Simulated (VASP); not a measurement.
Wanted: the native input for a VASP 6.6.1 run.

```
Task                                : relaxation of the atoms
Functional                          : PBE
Potentials or basis                 : VASP PAW PBE potentials, release 64 (Ta_pv, Si)
Cutoff                              : 520 eV
k mesh                              : 6 × 6 × 1
Occupations                         : gaussian, width 0.1 eV
Spin                                : no spin polarisation
Dipole correction                   : yes
Atoms held fixed (from 0)           : [0, 1, 2, 3, 4, 5]
Further INCAR settings              : ALGO = Normal; EDIFF = 1e-06; IBRION = 2; EDIFFG = -0.025; NSW = 36
Atoms held along some axes (from 0) : atom 6 along a and b
```

The structure of Ta6Si lies in POSCAR:

```
Ta6Si
1.0
    4.6937283334      0.0000000000      0.0000000000
   -2.3468641667      4.0648879751      0.0000000000
    0.0000000000      0.0000000000     19.9881921067
Ta Si
6 1
Selective dynamics
Direct
    0.6666666667      0.3333333333      0.2001181487  F F F
    0.3333333333      0.6666666667      0.2480516125  F F F
    0.0000000000      0.0000000000      0.2959850764  F F F
    0.6666666667      0.3333333333      0.3401842440  F F F
    0.3333333333      0.6666666667      0.3819724415  F F F
    0.0000000000      0.0000000000      0.4246603225  F F F
    0.2222222222      0.1111111111      0.5377028720  F F T
```

One way to write it, as run:

INCAR

```
PREC = Accurate
ENCUT = 520
EDIFF = 1E-6
ISMEAR = 0
SIGMA = 0.1
LREAL = False
LASPH = True
NELM = 60
ALGO = Normal
ISIF = 2
LWAVE = False
LCHARG = False
LDIPOL = True
IDIPOL = 3
DIPOL = 0.5 0.5 0.347
GGA = PE
IBRION = 2
NSW = 36
EDIFFG = -0.025
KPAR = 4
```

KPOINTS

```
regular mesh
0
Gamma
  6 6 1
```

Potentials or basis: VASP PAW PBE potentials, release 64 (Ta_pv, Si).

Run with:

```bash
$ cat potpaw_PBE.64/Ta_pv/POTCAR potpaw_PBE.64/Si/POTCAR > POTCAR
$ mpirun -np 4 vasp_std > vasp.out
```

It gave:

```yaml
Energy_gained_by_relaxing: 0.2 meV/atom
Ionic_steps: 4
Band_gap_on_the_k_mesh: zero (bands 35 and 36 overlap by 0.03 eV)
```

Caveat: spin-orbit coupling is left out, which moves the levels of the heavy elements.

It took 4.4 min on 4 MPI ranks on Intel(R) Xeon(R) Platinum 8488C (Sapphire Rapids), on a shared host, peak memory 0.58 GiB a rank.
